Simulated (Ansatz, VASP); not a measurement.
## One calculation of P, two programs

```xyz
1
Lattice="2.4357 0.0000 0.0000 0.0000 2.4357 0.0000 0.0000 0.0000 2.4647" Properties=species:S:1:pos:R:3 pbc="T T T"
P     0.0000    0.0000    0.0000
```

Alike in both runs: functional PBE; k mesh 6 × 6 × 8; occupations gaussian, width 0.1 eV; no spin polarisation.

Ansatz relaxed the structure, and its values are those at the end. VASP's run is a single point on that final structure, the one shown.

```csv
,VASP,Ansatz
version,VASP 6.6.1,Ansatz 0.2.0
potentials or method,"VASP PAW PBE potentials, release 64 (P), cutoff 520 eV","scalar-relativistic, plane waves, PAW"
valence electrons in the cell,5,5
```

Ansatz gave:

```
gap on the k mesh at the Fermi level (eV) : none
pressure (GPa)                            : 0.0
```

Task: Estimate VASP's values.

Result: gap on the k mesh at the Fermi level (eV): none; pressure (GPa): -0.3.

A gap of «none» marks a metal or a gap that the smearing closes. The functional is the same, so the differences come from potentials, cutoffs and numerics.

The k mesh is coarse, so the values compare programs but aren't converged.
